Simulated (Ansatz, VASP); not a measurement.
**HfWS4 in VASP and in Ansatz**

```
CELL_PARAMETERS angstrom
5.43103 0.00000 0.00000
0.00000 5.43103 0.00000
0.00000 0.00000 5.43103
ATOMIC_POSITIONS crystal
Hf 0.00000 0.00000 0.00000
W 0.50000 0.50000 0.50000
S 0.73066 0.73066 0.73066
S 0.26934 0.26934 0.73066
S 0.26934 0.73066 0.26934
S 0.73066 0.26934 0.26934
```

Alike in both runs: task single point; functional PBE; k mesh 4 × 4 × 4; occupations gaussian, width 0.1 eV; no spin polarisation.

```csv
,VASP,Ansatz
version,VASP 6.6.1,Ansatz 0.2.0
potentials or method,"VASP PAW PBE potentials, release 64 (Hf_pv, W_sv, S), cutoff 520 eV","scalar-relativistic, plane waves, PAW"
valence electrons in the cell,48,64
```

Ansatz gave:

- gap on the k mesh at the Fermi level (eV): none
- pressure (GPa): -0.7
- rms of the force components (eV/Å): 1.236

Task: Estimate VASP's values.

Result: gap on the k mesh at the Fermi level (eV): none; pressure (GPa): -0.9; rms of the force components (eV/Å): 1.252.

Atom by atom the forces differ by 0.016 eV/Å (rms over components). A gap of «none» marks a metal or a gap that the smearing closes. With one functional, cell and mesh, what is left measures potentials, basis and numerics. VASP's potentials hold 48 valence electrons a cell and Ansatz's 64, so a difference there can come from the potentials and not from the codes.

Spin-orbit coupling is off throughout.
